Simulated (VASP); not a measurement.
# VO2 in VASP: notebook, part 2 of 2

VASP 6.6.1.

## Step 3: Relaxation of shape and atoms at fixed volume, PBE+U, collinear spin, ferromagnetic start (10.74 Å³/atom)

This run uses another cell than the first one, of 10.74 Å³/atom.

The input, INCAR:

```
PREC = Accurate
ENCUT = 600
EDIFF = 1E-7
ISMEAR = 0
SIGMA = 0.02
LREAL = F
LASPH = T
NELM = 200
ALGO = Normal
ISIF = 4
LWAVE = F
LCHARG = F
ISPIN = 2
MAGMOM = 0.95 0.95 0 0 0 0
LORBIT = 11
LMAXMIX = 4
LDAU = T
LDAUTYPE = 2
LDAUL = 2 -1
LDAUU = 3.25 0
LDAUJ = 0 0
LDAUPRINT = 1
GGA = PE
IBRION = 2
NSW = 50
EDIFFG = -0.01
GGA_COMPAT = F
NELMIN = 4
KPAR = 4
```

The input, KPOINTS:

```
Automatic mesh
0
Gamma
  6 10 6
```

The input, POSCAR:

```
VO2
1.0
    4.5726133119      0.0000000000      0.0722917326
    0.0000000000      3.0804226928      0.0000000000
   -0.0723084669      0.0000000000      4.5726130473
V O
2 4
Direct
    0.0000000000      0.0000000000      0.0000000000
    0.5000000000      0.5000000000      0.5000000000
    0.7989819269      0.5000000000      0.2010180731
    0.2010180731      0.5000000000      0.7989819269
    0.7010187914      0.0000000000      0.7010187914
    0.2989812086      0.0000000000      0.2989812086
```

Potentials or basis: VASP PAW PBE potentials, release 64 (V_sv, O).

Started as:

```bash
$ cat potpaw_PBE.64/V_sv/POTCAR potpaw_PBE.64/O/POTCAR > POTCAR
$ mpirun -np 4 vasp_std > vasp.out
```

OUTCAR:

```text
PREC = Accurate
   ENCUT = 600
   EDIFF = 1E-7
   ISMEAR = 0
   LREAL = F
   LASPH = T
   NELM = 200
   ISIF = 4
   ISPIN = 2
   LORBIT = 11
   GGA = PE
   IBRION = 2
   NSW = 50
   EDIFFG = -0.01
   NELMIN = 4

 ion  position               nearest neighbor table
   1  0.000  0.000  0.000-   5 1.93   6 1.93   3 2.02   4 2.02   3 2.02   4 2.02
   2  0.500  0.500  0.500-   3 1.93   4 1.93   5 2.02   6 2.02   5 2.02   6 2.02
   3  0.799  0.500  0.201-   2 1.93   1 2.02   1 2.02
   4  0.201  0.500  0.799-   2 1.93   1 2.02   1 2.02
   5  0.701  0.000  0.701-   1 1.93   2 2.02   2 2.02
   6  0.299  0.000  0.299-   1 1.93   2 2.02   2 2.02

  LATTYP: Found a simple tetragonal cell.
 ALAT       =     4.5731847322
 C/A-ratio  =     0.6735837000

  Lattice vectors:

 A1 = (  -4.5726133119,   0.0000000000,  -0.0722917326)
 A2 = (  -0.0723084669,   0.0000000000,   4.5726130473)
 A3 = (   0.0000000000,   3.0804226928,   0.0000000000)

Analysis of symmetry for initial positions (statically):
=====================================================================
 Subroutine PRICEL returns:
 Original cell was already a primitive cell.

 Routine SETGRP: Setting up the symmetry group for a
 simple tetragonal supercell.

 Subroutine GETGRP returns: Found 16 space group operations
 (whereof  8 operations were pure point group operations)
 out of a pool of 16 trial point group operations.

The static configuration has the point symmetry D_2h.
 The point group associated with its full space group is D_4h.

Analysis of symmetry for dynamics (positions and initial velocities):
=====================================================================
 Subroutine PRICEL returns:
 Original cell was already a primitive cell.

 Routine SETGRP: Setting up the symmetry group for a
 simple tetragonal supercell.

 Subroutine GETGRP returns: Found 16 space group operations
 (whereof  8 operations were pure point group operations)
 out of a pool of 16 trial point group operations.

The dynamic configuration has the point symmetry D_2h.
 The point group associated with its full space group is D_4h.

Analysis of structural, dynamic, and magnetic symmetry:
=====================================================================
 Subroutine PRICEL returns:
 Original cell was already a primitive cell.

 Routine SETGRP: Setting up the symmetry group for a
 simple tetragonal supercell.

 Subroutine GETGRP returns: Found 16 space group operations
 (whereof  8 operations were pure point group operations)
 out of a pool of 16 trial point group operations.

[... 238 lines left out ...]

  energy  without entropy=      -46.5226158569  energy(sigma->0) =      -46.52261586

atom =   1  type =  1  l = 2

 onsite density matrix

spin component  1

  0.2134 -0.0677  0.0000  0.0000  0.0000
 -0.0677  0.2091  0.0000  0.0000  0.0000
  0.0000  0.0000  0.3129 -0.1174  0.2526
  0.0000  0.0000 -0.1174  0.5289 -0.2260
  0.0000  0.0000  0.2526 -0.2260  0.6231

spin component  2

  0.1820 -0.0746  0.0000  0.0000  0.0000
 -0.0746  0.1772  0.0000  0.0000  0.0000
  0.0000  0.0000  0.1234  0.0572  0.0030
  0.0000  0.0000  0.0572  0.2170  0.0929
  0.0000  0.0000  0.0030  0.0929  0.1188

 occupancies and eigenvectors

  o =  0.0509  v =  0.0000  0.0000  0.0000  0.0000  0.0000  0.0000  0.0000 -0.4030  0.5485 -0.7327      0.0000  0.0000  0.0000  0.0000  0.0000  0.0000  0.0000  0.0000  0.0000  0.0000
  o =  0.1050  v =  0.0000  0.0000  0.0000  0.0000  0.0000 -0.6958 -0.7182  0.0000  0.0000  0.0000      0.0000  0.0000  0.0000  0.0000  0.0000  0.0000  0.0000  0.0000  0.0000  0.0000
  o =  0.1196  v =  0.0000  0.0000  0.0000  0.0000  0.0000  0.0000  0.0000  0.8656 -0.0316 -0.4998      0.0000  0.0000  0.0000  0.0000  0.0000  0.0000  0.0000  0.0000  0.0000  0.0000
  o =  0.1436  v = -0.6958 -0.7182  0.0000  0.0000  0.0000  0.0000  0.0000  0.0000  0.0000  0.0000      0.0000  0.0000  0.0000  0.0000  0.0000  0.0000  0.0000  0.0000  0.0000  0.0000
[... 5 lines left out ...]
  o =  0.9271  v =  0.0000  0.0000 -0.4064  0.5386 -0.7380  0.0000  0.0000  0.0000  0.0000  0.0000      0.0000  0.0000  0.0000  0.0000  0.0000  0.0000  0.0000  0.0000  0.0000  0.0000

atom =   2  type =  1  l = 2

 onsite density matrix

spin component  1

  0.2091  0.0677  0.0000  0.0000  0.0000
  0.0677  0.2134  0.0000  0.0000  0.0000
  0.0000  0.0000  0.3268  0.1370  0.2606
  0.0000  0.0000  0.1370  0.5289  0.2147
  0.0000  0.0000  0.2606  0.2147  0.6092

spin component  2

  0.1772  0.0746  0.0000  0.0000  0.0000
  0.0746  0.1820  0.0000  0.0000  0.0000
  0.0000  0.0000  0.1174 -0.0518 -0.0005
  0.0000  0.0000 -0.0518  0.2170 -0.0960
  0.0000  0.0000 -0.0005 -0.0960  0.1248

 occupancies and eigenvectors

  o =  0.0509  v =  0.0000  0.0000  0.0000  0.0000  0.0000  0.0000  0.0000  0.4330  0.5485  0.7153      0.0000  0.0000  0.0000  0.0000  0.0000  0.0000  0.0000  0.0000  0.0000  0.0000
  o =  0.1050  v =  0.0000  0.0000  0.0000  0.0000  0.0000 -0.7182  0.6958  0.0000  0.0000  0.0000      0.0000  0.0000  0.0000  0.0000  0.0000  0.0000  0.0000  0.0000  0.0000  0.0000
  o =  0.1196  v =  0.0000  0.0000  0.0000  0.0000  0.0000  0.0000  0.0000  0.8656 -0.0316 -0.4998      0.0000  0.0000  0.0000  0.0000  0.0000  0.0000  0.0000  0.0000  0.0000  0.0000
  o =  0.1436  v = -0.7182  0.6958  0.0000  0.0000  0.0000  0.0000  0.0000  0.0000  0.0000  0.0000      0.0000  0.0000  0.0000  0.0000  0.0000  0.0000  0.0000  0.0000  0.0000  0.0000
  o =  0.1714  v =  0.0000  0.0000  0.8656 -0.0316 -0.4998  0.0000  0.0000  0.0000  0.0000  0.0000      0.0000  0.0000  0.0000  0.0000  0.0000  0.0000  0.0000  0.0000  0.0000  0.0000
  o =  0.2542  v =  0.0000  0.0000  0.0000  0.0000  0.0000  0.6958  0.7182  0.0000  0.0000  0.0000      0.0000  0.0000  0.0000  0.0000  0.0000  0.0000  0.0000  0.0000  0.0000  0.0000
  o =  0.2789  v =  0.6958  0.7182  0.0000  0.0000  0.0000  0.0000  0.0000  0.0000  0.0000  0.0000      0.0000  0.0000  0.0000  0.0000  0.0000  0.0000  0.0000  0.0000  0.0000  0.0000
  o =  0.2887  v =  0.0000  0.0000  0.0000  0.0000  0.0000  0.0000  0.0000  0.2515 -0.8356  0.4884      0.0000  0.0000  0.0000  0.0000  0.0000  0.0000  0.0000  0.0000  0.0000  0.0000
  o =  0.3664  v =  0.0000  0.0000  0.2464 -0.8420  0.4800  0.0000  0.0000  0.0000  0.0000  0.0000      0.0000  0.0000  0.0000  0.0000  0.0000  0.0000  0.0000  0.0000  0.0000  0.0000
  o =  0.9271  v =  0.0000  0.0000 -0.4359 -0.5386 -0.7210  0.0000  0.0000  0.0000  0.0000  0.0000      0.0000  0.0000  0.0000  0.0000  0.0000  0.0000  0.0000  0.0000  0.0000  0.0000

--------------------------------------- Ionic step        3  -------------------------------------------

 number of electron      50.0000013 magnetization       2.0000003

 Free energy of the ion-electron system (eV)
  ---------------------------------------------------
  ext. energy  EPLUGINS =         0.00000000
  ---------------------------------------------------
  free energy    TOTEN  =       -46.52287250 eV

  energy without entropy =      -46.52287250  energy(sigma->0) =      -46.52287250

 E-fermi :   4.6092     XC(G=0): -11.3105

 val. band max:        4.4126177117   @ k =   0.0000   0.0000   0.0000
 cond. band min:       5.2480100286   @ k =   0.5000   0.5000   0.0000
 fundamental gap:      0.8353923169
 Fermi energy:         4.6091864159

 spin component 1

 k-point     1 :       0.0000    0.0000    0.0000
  band No.  band energies     occupation
      1     -61.3654      1.00000
      2     -61.3591      1.00000
      3     -35.3388      1.00000
      4     -35.3384      1.00000
      5     -34.9940      1.00000
      6     -34.9782      1.00000
[... 1660 lines left out ...]
  FREE ENERGIE OF THE ION-ELECTRON SYSTEM (eV)
  ---------------------------------------------------
  free  energy   TOTEN  =       -46.5228724964 eV

  energy  without entropy=      -46.5228724964  energy(sigma->0) =      -46.52287250

 reached required accuracy - stopping structural energy minimisation

 total charge

# of ion       s       p       d       tot
------------------------------------------
    1        2.264   6.287   2.678  11.229
    2        2.264   6.287   2.678  11.229
    3        1.563   3.463   0.000   5.026
    4        1.563   3.463   0.000   5.026
    5        1.563   3.463   0.000   5.026
    6        1.563   3.463   0.000   5.026
--------------------------------------------------
tot         10.781  26.426   5.356  42.563

 magnetization (x)

# of ion       s       p       d       tot
------------------------------------------
    1        0.014   0.012   1.067   1.093
    2        0.014   0.012   1.067   1.093
    3       -0.002  -0.058   0.000  -0.060
    4       -0.002  -0.058   0.000  -0.060
    5       -0.002  -0.058   0.000  -0.060
    6       -0.002  -0.058   0.000  -0.060
--------------------------------------------------
tot          0.020  -0.208   2.133   1.945
```

Run time: 1.8 min. Hardware: 4 MPI ranks of Intel Xeon 6975P-C (Granite Rapids), shared host; peak memory 0.37 GiB.

Results:

```
Free energy                                           : -46.5229 eV
Energy gained by relaxing                             : 0.2 meV/atom
Ionic steps                                           : 3
Pressure after relaxing                               : -9.2 GPa
Band gap on the k mesh                                : 0.84 eV (least direct gap 1.06 eV)
Net moment                                            : 2.00 μB per cell
Site moments                                          : V +1.09; O -0.06 μB
Valence electrons inside the program's atomic spheres : V 11.23; O 5.03
```

Step by step:
| step | energy change (eV) | largest force (eV/Å) | pressure (GPa) | volume (Å³) |
| --- | --- | --- | --- | --- |
| 1 | 0.0000 | 0.0637 | -9.26 | 64.42 |
| 2 | -0.0011 | 0.0291 | -9.21 | 64.42 |
| 3 | -0.0013 | 0.0016 | -9.16 | 64.42 |

Final structure:
```
V O
1.0
     4.58056    0.00000    0.07242
     0.00000    3.06974    0.00000
    -0.07243    0.00000    4.58056
V O
2 4
Direct
  0.00000 0.00000 0.00000
  0.50000 0.50000 0.50000
  0.79983 0.50000 0.20017
  0.20017 0.50000 0.79983
  0.70017 0.00000 0.70017
  0.29983 0.00000 0.29983
```

Levels at points of the mesh, in eV from the valence-band top:
Spin up:
| k point | band 22 | band 23 | band 24 | band 25 | band 26 | band 27 | band 28 | band 29 | band 30 | band 31 |
| --- | --- | --- | --- | --- | --- | --- | --- | --- | --- | --- |
| (0.00, 0.00, 0.00) | -1.17 | -0.93 | -0.54 | -0.54 | 0.00 | 1.06 | 1.20 | 1.20 | 2.04 | 3.07 |
| (0.50, 0.00, 0.00) | -2.10 | -0.86 | -0.86 | -0.69 | -0.69 | 1.78 | 1.78 | 2.16 | 2.16 | 3.99 |
| (0.00, 0.50, 0.00) | -2.57 | -1.56 | -1.56 | -0.95 | -0.95 | 1.93 | 1.93 | 2.45 | 2.45 | 3.35 |
| (0.50, 0.50, 0.00) | -2.22 | -1.06 | -1.06 | -0.96 | -0.96 | 0.84 | 0.84 | 2.57 | 2.57 | 2.99 |
| (0.50, 0.00, 0.50) | -1.71 | -1.43 | -1.43 | -1.40 | -1.40 | 1.22 | 1.22 | 2.51 | 2.51 | 3.37 |
| (0.50, 0.50, 0.50) | -1.48 | -0.96 | -0.96 | -0.72 | -0.72 | 1.61 | 1.61 | 1.93 | 1.93 | 3.89 |
Spin down:
| k point | band 20 | band 21 | band 22 | band 23 | band 24 | band 25 | band 26 | band 27 | band 28 | band 29 |
| --- | --- | --- | --- | --- | --- | --- | --- | --- | --- | --- |
| (0.00, 0.00, 0.00) | -2.57 | -1.01 | -0.66 | -0.66 | -0.17 | 1.96 | 2.01 | 2.01 | 2.57 | 2.64 |
| (0.50, 0.00, 0.00) | -3.18 | -2.06 | -2.06 | -0.88 | -0.88 | 2.56 | 2.56 | 2.90 | 2.90 | 3.20 |
| (0.00, 0.50, 0.00) | -2.89 | -2.55 | -2.55 | -1.60 | -1.60 | 2.66 | 2.66 | 3.08 | 3.08 | 3.62 |
| (0.50, 0.50, 0.00) | -2.74 | -2.06 | -2.06 | -1.20 | -1.20 | 1.68 | 1.68 | 3.24 | 3.24 | 3.56 |
| (0.50, 0.00, 0.50) | -2.11 | -1.76 | -1.76 | -1.47 | -1.47 | 2.04 | 2.04 | 2.47 | 2.47 | 3.18 |
| (0.50, 0.50, 0.50) | -2.83 | -1.48 | -1.48 | -0.80 | -0.80 | 2.34 | 2.34 | 2.65 | 2.65 | 3.85 |

Eigenvalues of the final occupation matrices:
| site | spin | trace | eigenvalues |
| --- | --- | --- | --- |
| site 1 d | 1 | 1.89 | 0.14 0.17 0.28 0.37 0.93 |
| site 1 d | 2 | 0.82 | 0.05 0.10 0.12 0.25 0.29 |
| site 2 d | 1 | 1.89 | 0.14 0.17 0.28 0.37 0.93 |
| site 2 d | 2 | 0.82 | 0.05 0.10 0.12 0.25 0.29 |

A k mesh can miss the band edges. The state reached can hang on the start; a lower one may exist.

## Step 4: Single point, PBE+U, collinear spin, ferromagnetic start

This run uses another cell than the first one, of 10.13 Å³/atom.

The input, INCAR:

```
SYSTEM = VO2
PREC = Accurate
ENCUT = 600
EDIFF = 1E-6
ISMEAR = 0
SIGMA = 0.02
LREAL = .False.
LASPH = .True.
NELM = 200
ALGO = Normal
ISIF = 2
LWAVE = .False.
LCHARG = .False.
ISPIN = 2
MAGMOM = 0.95 0.95 0 0 0 0
LORBIT = 11
LMAXMIX = 4
LDAU = .True.
LDAUTYPE = 2
LDAUL = 2 -1
LDAUU = 3.25 0
LDAUJ = 0 0
LDAUPRINT = 1
GGA = PE
NBANDS = 38
GGA_COMPAT = .False.
```

The input, KPOINTS:

```
Automatic mesh
0
Gamma
  6 10 6
  0 0 0
```

The input, POSCAR:

```
VO2
1.0
    4.4813933299      0.0000000000      0.0709112482
    0.0000000000      3.0255691672      0.0000000000
   -0.0708043235      0.0000000000      4.4813950206
V O
2 4
Direct
    0.0000000000      0.0000000000      0.0000000000
    0.5000000000      0.5000000000      0.5000000000
    0.7989754390      0.5000000000      0.2010245610
    0.2010245610      0.5000000000      0.7989754390
    0.7010226188      0.0000000000      0.7010226188
    0.2989773812      0.0000000000      0.2989773812
```

Started as:

```bash
$ cat potpaw_PBE.64/V_sv/POTCAR potpaw_PBE.64/O/POTCAR > POTCAR
$ mpirun -np 1 vasp_std > vasp.out
```

Wall time 4.8 min (1 thread of Intel Xeon Platinum 8488C (Sapphire Rapids), shared host); peak memory 0.41 GiB.

It converged, with:

- Free energy: -46.5848 eV
- Pressure: 3.4 GPa
- Largest force: 0.049 eV/Å
- Band gap on the k mesh: 0.99 eV (least direct gap 1.24 eV)
- Net moment: 2.00 μB per cell
- Site moments: V +1.07; O -0.05 μB
- Valence electrons inside the program's atomic spheres: V 11.35; O 5.06

Forces on the atoms (eV/Å):
```
V    0.000  0.000  0.000
V    0.000  0.000  0.000
O    0.035  0.000 -0.034
O   -0.035  0.000  0.034
O   -0.033  0.000 -0.034
O    0.033  0.000  0.034
```

Stress tensor (GPa, compression positive):
```
 3.48  0.00 -0.01
 0.00  3.21  0.00
-0.01  0.00  3.48
```

Levels at points of the mesh, in eV from the valence-band top:
Spin up:
```tsv
k point	band 23	band 24	band 25	band 26	band 27	band 28	band 29	band 30
(0.00, 0.00, 0.00)	-0.95	-0.54	-0.54	0.00	1.24	1.37	1.37	2.47
(0.50, 0.00, 0.00)	-0.82	-0.82	-0.56	-0.56	2.04	2.04	2.42	2.42
(0.00, 0.50, 0.00)	-1.60	-1.59	-0.74	-0.74	2.20	2.20	2.72	2.72
(0.50, 0.50, 0.00)	-1.13	-1.13	-0.76	-0.76	0.99	0.99	2.88	2.88
(0.50, 0.00, 0.50)	-1.42	-1.42	-1.29	-1.29	1.40	1.40	2.79	2.79
(0.50, 0.50, 0.50)	-0.75	-0.75	-0.70	-0.70	1.84	1.84	2.15	2.15
```
Spin down:
| k point | band 20 | band 21 | band 22 | band 23 | band 24 | band 25 | band 26 | band 27 | band 28 | band 29 |
| --- | --- | --- | --- | --- | --- | --- | --- | --- | --- | --- |
| (0.00, 0.00, 0.00) | -2.69 | -1.00 | -0.64 | -0.64 | -0.14 | 2.09 | 2.15 | 2.15 | 2.74 | 2.75 |
| (0.50, 0.00, 0.00) | -3.35 | -2.17 | -2.17 | -0.90 | -0.90 | 2.78 | 2.78 | 3.11 | 3.11 | 3.38 |
| (0.00, 0.50, 0.00) | -2.93 | -2.78 | -2.78 | -1.62 | -1.62 | 2.90 | 2.90 | 3.33 | 3.33 | 3.83 |
| (0.50, 0.50, 0.00) | -2.82 | -2.15 | -2.15 | -1.24 | -1.24 | 1.80 | 1.80 | 3.52 | 3.52 | 3.86 |
| (0.50, 0.00, 0.50) | -2.23 | -1.81 | -1.81 | -1.47 | -1.47 | 2.18 | 2.18 | 2.61 | 2.61 | 3.43 |
| (0.50, 0.50, 0.50) | -2.87 | -1.57 | -1.57 | -0.77 | -0.77 | 2.53 | 2.53 | 2.85 | 2.85 | 4.05 |

Eigenvalues of the final occupation matrices:
| site | spin | trace | eigenvalues |
| --- | --- | --- | --- |
| site 1 d | 1 | 1.91 | 0.15 0.17 0.29 0.38 0.93 |
| site 1 d | 2 | 0.86 | 0.05 0.11 0.13 0.26 0.31 |
| site 2 d | 1 | 1.91 | 0.15 0.17 0.29 0.38 0.93 |
| site 2 d | 2 | 0.86 | 0.05 0.11 0.13 0.26 0.31 |

Caveat: the cell stands under pressure. The state reached can hang on the start; a lower one may exist.

## Step 5: Single point, PBE+U, collinear spin, ferromagnetic start (9.83 Å³/atom)

This run uses another cell than the first one, of 9.83 Å³/atom.

The input, INCAR:

```
PREC = Accurate
ENCUT = 600
EDIFF = 1E-6
ISMEAR = 0
SIGMA = 0.02
LREAL = False
LASPH = True
NELM = 200
ALGO = Normal
ISIF = 2
LWAVE = False
LCHARG = False
ISPIN = 2
MAGMOM = 0.95 0.95 0 0 0 0
LORBIT = 11
LMAXMIX = 4
LDAU = True
LDAUTYPE = 2
LDAUL = 2 -1
LDAUU = 3.25 0
LDAUJ = 0 0
LDAUPRINT = 1
GGA = PE
NBANDS = 38
GGA_COMPAT = False
```

The input, KPOINTS:

```
Automatic mesh
0
Gamma
  6 10 6
```

The input, POSCAR:

```
VO2
1.0
    4.4321690121      0.0000000000      0.0701018495
    0.0000000000      3.0003534254      0.0000000000
   -0.0700570813      0.0000000000      4.4321697200
V O
2 4
Direct
    0.0000000000      0.0000000000      0.0000000000
    0.5000000000      0.5000000000      0.5000000000
    0.7989493437      0.5000000000      0.2010506563
    0.2010506563      0.5000000000      0.7989493437
    0.7010507500      0.0000000000      0.7010507500
    0.2989492500      0.0000000000      0.2989492500
```

Started as:

```bash
$ cat potpaw_PBE.64/V_sv/POTCAR potpaw_PBE.64/O/POTCAR > POTCAR
$ mpirun -np 1 vasp_std > vasp.out
```

Wall time 3.3 min (1 thread of Intel Xeon Platinum 8488C (Sapphire Rapids), shared host); peak memory 0.4 GiB.

Results (log left out):

* Free energy: -46.4960 eV
* Pressure: 11.3 GPa
* Largest force: 0.051 eV/Å
* Band gap on the k mesh: 1.07 eV (least direct gap 1.29 eV)
* Net moment: 2.00 μB per cell
* Site moments: V +1.06; O -0.04 μB
* Valence electrons inside the program's atomic spheres: V 11.42; O 5.08

Forces in eV/Å, atoms in the order of the input:
```
V    0.000  0.000  0.000
V    0.000  0.000  0.000
O    0.037  0.000 -0.036
O   -0.037  0.000  0.036
O   -0.036  0.000 -0.037
O    0.036  0.000  0.037
```

Stress tensor (GPa, compression positive):
```
11.42  0.00  0.00
 0.00 11.17  0.00
 0.00  0.00 11.42
```

Levels at points of the mesh, in eV from the valence-band top:
Spin up:
```csv
k point,band 24,band 25,band 26,band 27,band 28,band 29
"(0.00, 0.00, 0.00)",-0.54,-0.54,0.00,1.34,1.46,1.46
"(0.50, 0.00, 0.00)",-0.84,-0.45,-0.45,2.17,2.17,2.56
"(0.00, 0.50, 0.00)",-1.62,-0.63,-0.63,2.34,2.34,2.87
"(0.50, 0.50, 0.00)",-1.17,-0.64,-0.64,1.07,1.07,3.05
"(0.50, 0.00, 0.50)",-1.42,-1.20,-1.20,1.49,1.49,2.95
"(0.50, 0.50, 0.50)",-0.70,-0.63,-0.63,1.95,1.95,2.27
```
Spin down:
```
           k point  band 22  band 23  band 24  band 25  band 26  band 27
(0.00, 0.00, 0.00)    -0.62    -0.62    -0.13     2.17     2.22     2.22
(0.50, 0.00, 0.00)    -2.21    -0.91    -0.91     2.90     2.90     3.22
(0.00, 0.50, 0.00)    -2.90    -1.64    -1.64     3.02     3.02     3.48
(0.50, 0.50, 0.00)    -2.21    -1.27    -1.27     1.86     1.86     3.68
(0.50, 0.00, 0.50)    -1.83    -1.46    -1.46     2.26     2.26     2.68
(0.50, 0.50, 0.50)    -1.62    -0.76    -0.76     2.62     2.62     2.96
```

Eigenvalues of the final occupation matrices:
```csv
site,spin,trace,eigenvalues
site 1 d,1,1.93,0.15 0.17 0.29 0.39 0.93
site 1 d,2,0.89,0.06 0.11 0.13 0.27 0.32
site 2 d,1,1.93,0.15 0.17 0.29 0.39 0.93
site 2 d,2,0.89,0.06 0.11 0.13 0.27 0.32
```

Caveat: the cell stands under pressure.

## Step 6: Overview

```csv
task,cell,gap on the mesh (eV),pressure (GPa),moment (μB),largest force (eV/Å)
single point,"a = 4.530, b = 3.051 Å, 6 atoms",0.91,-3.4,2.00,0.05
relaxation of shape and atoms at fixed volume,"relaxed from a = 4.573, b = 3.080 Å, 6 atoms",0.84,-9.2,2.00,-
single point,"a = 4.482, b = 3.026 Å, 6 atoms",0.99,3.4,2.00,0.05
single point,"a = 4.433, b = 3.000 Å, 6 atoms",1.07,11.3,2.00,0.05
```

Alike in all rows: level PBE+U; potentials or basis VASP PAW PBE potentials, release 64 (V_sv, O); spin collinear, ferromagnetic start; V d U = 3.25 eV; k mesh 6 × 10 × 6; cutoff (eV) 600; smearing gaussian 0.02 eV.

Caveats: the cell stands under pressure (at least some runs); the cell stands under tension (at least some runs).

Absolute energies hang on the potentials; compare differences alone.
